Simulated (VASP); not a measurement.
# CuO (C2/c) in VASP: settings compared

CuO is run at these levels: RPBE, PBE exchange alone; tasks: single point.

Program: VASP 6.6.1. These are calculated values, not measurements. Logs are shortened: lines on timing, memory, paths and dates and some standing lists are left out, and cuts for length are marked.

## Step 1: The cell of the first run

The typed cell holds 4 atoms: a = 2.991 Å, b = 2.991 Å, c = 5.192 Å, α = 90.01°, β = 90.01°, γ = 89.91°.

## Step 2: Single point, RPBE

Input file INCAR:

```
SYSTEM = CuO
  PREC = Accurate
  ENCUT = 520
  EDIFF = 1E-7
  ISMEAR = -1
  SIGMA = 0.05
  LREAL = .FALSE.
  LASPH = .TRUE.
  NELM = 100
  ALGO = Normal
  ISIF = 2
  LWAVE = .FALSE.
  LCHARG = .FALSE.
  GGA = RP
  NBANDS = 25
```

Input file KPOINTS:

```
Automatic mesh
0
G
  10 10 5
  0 0 0
```

Input file POSCAR:

```
CuO
1.0
    2.1101287885     -2.1132453501      0.1658304223
    2.1101287885      2.1132453501      0.1658304223
   -0.4077625496      0.0000000000      5.1758416640
Cu O
2 2
Direct
    0.5000000000      0.0000000000      0.5000000000
    0.0000000000      0.5000000000      0.0000000000
    0.4999445186      0.5000554814      0.7500000000
    0.5000554814      0.4999445186      0.2500000000
```

Potentials or basis: VASP PAW PBE potentials, release 64 (Cu, O).

Launch:

```
$ cat potpaw_PBE.64/Cu/POTCAR potpaw_PBE.64/O/POTCAR > POTCAR
$ mpirun -np 1 vasp_std > vasp.out
```

OUTCAR:

```text
SYSTEM = CuO
   PREC = Accurate
   ENCUT = 520
   EDIFF = 1E-7
   ISMEAR = -1
   LREAL = .FALSE.
   LASPH = .TRUE.
   NELM = 100
   ISIF = 2
   GGA = RP

 ion  position               nearest neighbor table
   1  0.500  0.000  0.500-   3 1.98   4 1.98   4 1.98   3 1.98
   2  0.000  0.500  0.000-   4 1.98   3 1.98   4 1.98   3 1.98
   3  0.500  0.500  0.750-   2 1.98   1 1.98   2 1.98   1 1.98
   4  0.500  0.500  0.250-   1 1.98   2 1.98   2 1.98   1 1.98

  LATTYP: Found a base centered monoclinic cell.
 ALAT       =     4.2332697684
 B/A-ratio  =     0.9983986213
 C/A-ratio  =     1.2264465184
 COS(beta)  =    -0.0001928679

  Lattice vectors:

 A1 = (   2.1101287885,  -2.1132453501,   0.1658304223)
 A2 = (   2.1101287885,   2.1132453501,   0.1658304223)
 A3 = (  -0.4077625496,   0.0000000000,   5.1758416640)

Analysis of symmetry for initial positions (statically):
=====================================================================
 Subroutine PRICEL returns:
 Original cell was already a primitive cell.

 Routine SETGRP: Setting up the symmetry group for a
 base centered monoclinic supercell.

 Subroutine GETGRP returns: Found  4 space group operations
 (whereof  2 operations were pure point group operations)
 out of a pool of  4 trial point group operations.

The static configuration has the point symmetry S_2 .
 The point group associated with its full space group is C_2h.

Analysis of symmetry for dynamics (positions and initial velocities):
=====================================================================
 Subroutine PRICEL returns:
 Original cell was already a primitive cell.

 Routine SETGRP: Setting up the symmetry group for a
 base centered monoclinic supercell.

 Subroutine GETGRP returns: Found  4 space group operations
 (whereof  2 operations were pure point group operations)
 out of a pool of  4 trial point group operations.

The dynamic configuration has the point symmetry S_2 .
 The point group associated with its full space group is C_2h.

 Subroutine INISYM returns: Found  4 space group operations
 (whereof  2 operations are pure point group operations),
 and found     1 'primitive' translations

----------------------------------------------------------------------------------------

                                     Primitive cell

  volume of cell :      46.4462

  direct lattice vectors                    reciprocal lattice vectors
     2.110128788 -2.113245350  0.165830422     0.235494346 -0.236602910  0.018552688
     2.110128788  2.113245350  0.165830422     0.235494346  0.236602910  0.018552688
    -0.407762550  0.000000000  5.175841664    -0.015090155  0.000000000  0.192016461

  length of vectors
     2.990977958  2.990977958  5.191878969     0.334339239  0.334339239  0.192608500

  position of ions in fractional coordinates (direct lattice)
     0.500000000  0.000000000  0.500000000
     0.000000000  0.500000000  0.000000000
     0.499944519  0.500055481  0.750000000
     0.500055481  0.499944519  0.250000000

  ion indices of the primitive-cell ions
   primitive index   ion index
                 1           1
                 2           2
                 3           3
                 4           4

----------------------------------------------------------------------------------------

 KPOINTS: Automatic mesh

Automatic generation of k-mesh.
 Grid dimensions read from file:
 generate k-points for:   10   10    5

 Generating k-lattice:

  Cartesian coordinates                     Fractional coordinates (reciprocal lattice)
     0.023549435 -0.023660291  0.001855269     0.100000000  0.000000000  0.000000000
     0.023549435  0.023660291  0.001855269     0.000000000  0.100000000  0.000000000
    -0.003018031  0.000000000  0.038403292     0.000000000  0.000000000  0.200000000

  Length of vectors
     0.033433924  0.033433924  0.038521700

  Shift w.r.t. Gamma in fractional coordinates (k-lattice)
     0.000000000  0.000000000  0.000000000

 Subroutine IBZKPT returns following result:
 ===========================================

 Found    141 irreducible k-points:

 Following reciprocal coordinates:
            Coordinates               Weight
  0.000000  0.000000  0.000000      1.000000
  0.100000 -0.000000  0.000000      4.000000
  0.200000 -0.000000  0.000000      4.000000
  0.300000 -0.000000  0.000000      4.000000
  0.400000 -0.000000  0.000000      4.000000
  0.500000 -0.000000 -0.000000      2.000000
[... 16 lines left out ...]
  0.300000  0.300000 -0.000000      2.000000
  0.400000  0.300000 -0.000000      4.000000
 [... further k-points ...]
   k-points           NKPTS =    141   k-points in BZ     NKDIM =    141   number of bands    NBANDS=     25
   number of dos      NEDOS =    301   number of ions     NIONS =      4
   total plane-waves  NPLWV =  23040
   dimension x,y,z NGX =    24 NGY =   24 NGZ =   40
   dimension x,y,z NGXF=    48 NGYF=   48 NGZF=   80
   ions per type =               2   2
   NGX,Y,Z   is equivalent  to a cutoff of  13.34, 13.34, 12.81 a.u.
   NGXF,Y,Z  is equivalent  to a cutoff of  26.68, 26.68, 25.62 a.u.
 SYSTEM =  CuO
   PREC   = accura    normal or accurate (medium, high low for compatibility)
   ISTART =      0    job   : 0-new  1-cont  2-samecut
   ICHARG =      2    charge: 1-file 2-atom 10-const
   ISPIN  =      1    spin polarized calculation?
   LNONCOLLINEAR =      F non collinear calculations
   LSORBIT =      F    spin-orbit coupling
   LASPH  =      T    aspherical Exc in radial PAW
   ENCUT  =  520.0 eV  38.22 Ry    6.18 a.u.   5.56  5.56  9.65*2*pi/ulx,y,z
   NELM   =    100;   NELMIN=  2; NELMDL= -5     # of ELM steps
   EDIFF  = 0.1E-06   stopping-criterion for ELM
   LREAL  =      F    real-space projection
   EDIFFG = 0.1E-05   stopping-criterion for IOM
   NSW    =      0    number of steps for IOM
   IBRION =     -1    ionic relax: 0-MD 1-quasi-New 2-CG
   NFREE  =      0    steps in history (QN), initial steepest desc. (CG)
   ISIF   =      2    stress and relaxation
   ISYM   =      2    0-nonsym 1-usesym 2-fastsym
   POTIM  = 0.5000    time-step for ionic-motion
   TEBEG  =    0.0;   TEEND  =   0.0 temperature during run
   PSTRESS=    0.0 pullay stress
   NELECT =      34.0000    total number of electrons
   NUPDOWN=      -1.0000    fix difference up-down
   EMIN   =  10.00;   EMAX   =-10.00  energy-range for DOS
   EFERMI =   0.00;   METHOD = LEGACY
   ISMEAR =    -1;   SIGMA  =   0.05  broadening in eV -4-tet -1-fermi 0-gaus
   EFERMI_NEDOS =   21; number of points for ismear=-14 and -15
   IALGO  =     38    algorithm
   IMIX   =      4    mixing-type and parameters
     AMIX     =   0.40;   BMIX     =  1.00
     AMIX_MAG =   1.60;   BMIX_MAG =  1.00
  volume/ion in A,a.u.               =      11.61        78.36
  Fermi-wavevector in a.u.,A,eV,Ry     =   1.475427  2.788152 29.618308  2.176884
  Thomas-Fermi vector in A             =   2.590077
   LORBIT       =      0    0 simple, 1 ext, 2 COOP (PROOUT), +10 PAW based schemes
   GGA     = RP    functional components
   LHFCALC =     F    Hartree Fock is set to
   AEXX    =    0.0000 exact exchange contribution
   IVDW    =     0    specifies the selected vdW correction
   LEPSILON=     F    determine dielectric tensor
   LRPA    =     F    only Hartree local field effects (RPA)
 non-spin polarized calculation
  energy-cutoff  :      520.00
  volume of cell :       46.45
 maximum number of plane-waves:      1275
 NGX is ok and might be reduce to    24
   NGX = 11   NGY = 11   NGZ = 19

 number of electron      34.0000017 magnetization

 Free energy of the ion-electron system (eV)
  ---------------------------------------------------
  ext. energy  EPLUGINS =         0.00000000
  ---------------------------------------------------
  free energy    TOTEN  =       -18.05180186 eV

  energy without entropy =      -18.03093039  energy(sigma->0) =      -18.04136613

 E-fermi :   4.4923     XC(G=0): -10.8185

 val. band max:        4.4779913624   @ k =   0.3000   0.1000  -0.0000
 cond. band min:       4.4945336079   @ k =   0.1000   0.1000   0.4000
 fundamental gap:      0.0165422456
 Fermi energy:         4.4923341276

 k-point     1 :       0.0000    0.0000    0.0000
  band No.  band energies     occupation
      1     -14.9973      2.00000
      2     -13.7945      2.00000
      3      -3.1210      2.00000
      4      -0.6215      2.00000
      5      -0.6183      2.00000
      6       1.0396      2.00000
[... 17 lines left out ...]
     24      18.7587      0.00000
     25      19.1085      0.00000

 k-point     2 :       0.1000   -0.0000    0.0000
  band No.  band energies     occupation
      1     -14.9516      2.00000
      2     -13.7808      2.00000
      3      -3.0356      2.00000
      4      -0.6575      2.00000
      5      -0.5955      2.00000
      6       0.4832      2.00000
[... 17 lines left out ...]
     24      18.8997      0.00000
     25      19.1531      0.00000

 k-point     3 :       0.2000   -0.0000    0.0000
  band No.  band energies     occupation
      1     -14.8291      2.00000
      2     -13.7448      2.00000
      3      -2.8028      2.00000
      4      -0.7296      2.00000
      5      -0.5305      2.00000
      6      -0.4363      2.00000
[... 17 lines left out ...]
     24      19.0693      0.00000
     25      19.1394      0.00000

 k-point     4 :       0.3000   -0.0000    0.0000
  band No.  band energies     occupation
      1     -14.6708      2.00000
      2     -13.6997      2.00000
      3      -2.4942      2.00000
      4      -1.3058      2.00000
      5      -0.7612      2.00000
      6      -0.4473      2.00000
[... 17 lines left out ...]
     24      18.4717      0.00000
     25      19.0888      0.00000

 k-point     5 :       0.4000   -0.0000    0.0000
  band No.  band energies     occupation
      1     -14.5365      2.00000
      2     -13.6628      2.00000
      3      -2.2259      2.00000
      4      -1.9122      2.00000
      5      -0.7193      2.00000
      6      -0.3774      2.00000
[... 17 lines left out ...]
     24      17.3605      0.00000
     25      18.9096      0.00000

 k-point     6 :       0.5000   -0.0000   -0.0000
  band No.  band energies     occupation
      1     -14.4835      2.00000
      2     -13.6486      2.00000
      3      -2.1528      2.00000
      4      -2.0945      2.00000
      5      -0.6747      2.00000
      6      -0.3501      2.00000
[... 17 lines left out ...]
     24      16.6787      0.00000
     25      18.8274      0.00000
[... 393 lines left out ...]
 k-point    21 :      -0.3000    0.2000    0.0000
  band No.  band energies     occupation
      1     -14.5136      2.00000
      2     -13.6586      2.00000
      3      -2.1629      2.00000
      4      -1.2041      2.00000
      5      -0.6817      2.00000
      6      -0.4589      2.00000
[... 17 lines left out ...]
     24      16.4319      0.00000
     25      19.2999      0.00000

 k-point    22 :      -0.2000    0.2000    0.0000
  band No.  band energies     occupation
      1     -14.6665      2.00000
      2     -13.6996      2.00000
      3      -2.4794      2.00000
      4      -0.6929      2.00000
      5      -0.5471      2.00000
      6      -0.5156      2.00000
[... 17 lines left out ...]
     24      16.3905      0.00000
     25      19.5344      0.00000

 k-point    23 :       0.3000    0.3000   -0.0000
  band No.  band energies     occupation
      1     -14.3664      2.00000
      2     -13.6219      2.00000
      3      -1.8346      2.00000
      4      -1.2035      2.00000
      5      -0.9781      2.00000
      6      -0.6464      2.00000
[... 17 lines left out ...]
     24      15.7674      0.00000
     25      18.9447      0.00000

 k-point    24 :       0.4000    0.3000   -0.0000
  band No.  band energies     occupation
      1     -14.2416      2.00000
      2     -13.5917      2.00000
      3      -1.6785      2.00000
      4      -1.5130      2.00000
      5      -1.0139      2.00000
      6      -0.5659      2.00000
[... 17 lines left out ...]
     24      15.9615      0.00000
     25      18.0730      0.00000

 [... further k-points ...]

------------------------ aborting loop because EDIFF is reached ----------------------------------------

  FORCE on cell =-STRESS in cart. coord.  units (eV):
  Direction    XX          YY          ZZ          XY          YZ          ZX
  --------------------------------------------------------------------------------------
  -------------------------------------------------------------------------------------
  Total        0.1300107      0.1359873      0.2415055      0.0000000      0.0000000     -0.0084306
  in kB        4.4847620      4.6909237      8.3308079      0.0000000      0.0000000     -0.2908154
  external PRESSURE =       5.8354979 kB  Pullay stress =       0.0000000 kB

 VOLUME and BASIS-vectors are now :
 -----------------------------------------------------------------------------
  energy-cutoff  :      520.00
  volume of cell :       46.45
      direct lattice vectors                 reciprocal lattice vectors
     2.110128788 -2.113245350  0.165830422     0.235494346 -0.236602910  0.018552688
     2.110128788  2.113245350  0.165830422     0.235494346  0.236602910  0.018552688
    -0.407762550  0.000000000  5.175841664    -0.015090155  0.000000000  0.192016461

 POSITION                                       TOTAL-FORCE (eV/Angst)
 -----------------------------------------------------------------------------------
      0.85118     -1.05662      2.67084         0.000000     -0.000000     -0.000000
      1.05506      1.05662      0.08292         0.000000     -0.000000     -0.000000
      1.80431      0.00023      4.04771        -0.000000     -0.000136      0.000000
      2.00819     -0.00023      1.45979        -0.000000      0.000136      0.000000
 -----------------------------------------------------------------------------------
    total drift:                                0.000000     -0.000000     -0.000000

  FREE ENERGIE OF THE ION-ELECTRON SYSTEM (eV)
  ---------------------------------------------------
  free  energy   TOTEN  =       -18.0518018604 eV

  energy  without entropy=      -18.0309303911  energy(sigma->0) =      -18.04136613
```

Run time: 2.3 min. Hardware: 1 thread of AMD EPYC 7R13 (Zen 3), shared host; peak memory 0.23 GiB.

What came out:

```
Free energy            : -18.0518 eV
Pressure               : 0.6 GPa
Band gap on the k mesh : zero (bands 17 and 18 overlap by 0.88 eV)
```

Stress tensor (GPa, compression positive):
```
 0.45  0.00 -0.03
 0.00  0.47  0.00
-0.03  0.00  0.83
```

Caveat: the PAW data sets were made with another functional, which shifts forces and pressure a little; semilocal functionals often make such compounds metallic where correlation or magnetic order opens a gap, which also shifts bond lengths. With open d or f shells a metallic result of RPBE can be an artefact of self-interaction; +U or a hybrid may open a gap.

## Step 3: Single point, PBE exchange alone

This run uses another cell than the first one, of 12.77 Å³/atom.

Input file INCAR:

```
SYSTEM = CuO
PREC     = Accurate       ! precision mode
ENCUT    = 520            ! plane-wave cutoff, eV
EDIFF    = 1E-7           ! SCF threshold, eV
ISMEAR   = -1             ! smearing method
SIGMA    = 0.05           ! smearing width, eV
LREAL    = .False.        ! projectors in reciprocal space
LASPH    = .True.         ! aspherical terms in the spheres
NELM     = 100            ! most SCF steps
ALGO     = Normal         ! electronic algorithm
ISIF     = 2              ! what is computed and relaxed
LWAVE    = .False.        ! write WAVECAR
LCHARG   = .True.         ! write CHGCAR
GGA      = PE             ! functional
ALDAC    = 0.0          
AGGAC    = 0.0          
LELF     = .True.         ! ELF
LVHAR    = .True.       
NBANDS   = 25             ! bands
```

Input file KPOINTS:

```
regular mesh
0
Gamma
  10 10 5
  0 0 0
```

Input file POSCAR:

```
CuO
1.0
    2.1851990321     -2.1891118034      0.1724627896
    2.1851990321      2.1891118034      0.1724627896
   -0.4206865705      0.0000000000      5.3059700984
Cu O
2 2
Direct
    0.5000000000      0.0000000000      0.5000000000
    0.0000000000      0.5000000000      0.0000000000
    0.4999689145      0.5000310855      0.7500000000
    0.5000310855      0.4999689145      0.2500000000
```

Potentials or basis: VASP PAW PBE potentials, release 64 (Cu, O).

Launch:

```
$ cat potpaw_PBE.64/Cu/POTCAR potpaw_PBE.64/O/POTCAR > POTCAR
$ mpirun -np 1 vasp_std > vasp.out
```

Wall time 2.4 min (1 thread of AMD EPYC 7R13 (Zen 3), shared host); peak memory 0.24 GiB.

The run converged. Its results:

* Free energy: -15.7484 eV
* Pressure: 0.3 GPa
* Band gap on the k mesh: zero (bands 17 and 18 overlap by 0.79 eV)

Stress tensor (GPa, compression positive):
```
 0.25  0.00 -0.01
 0.00  0.28  0.00
-0.01  0.00  0.43
```

Levels at points of the mesh, in eV from the Fermi level:
```tsv
k point	band 14	band 15	band 16	band 17	band 18	band 19	band 20	band 21
(0.00, 0.00, 0.00)	-1.95	-1.83	-1.63	0.61	0.61	1.20	6.18	6.65
(0.50, 0.00, 0.00)	-1.59	-1.37	-1.26	0.20	0.45	4.06	5.41	5.84
(0.50, 0.50, 0.00)	-2.03	-1.49	-1.09	-1.09	0.97	2.68	7.06	8.75
```

Caveat: semilocal functionals often make such compounds metallic where correlation or magnetic order opens a gap, which also shifts bond lengths.

The gap in the log of VASP goes by the Fermi energy; the results here count the filled bands.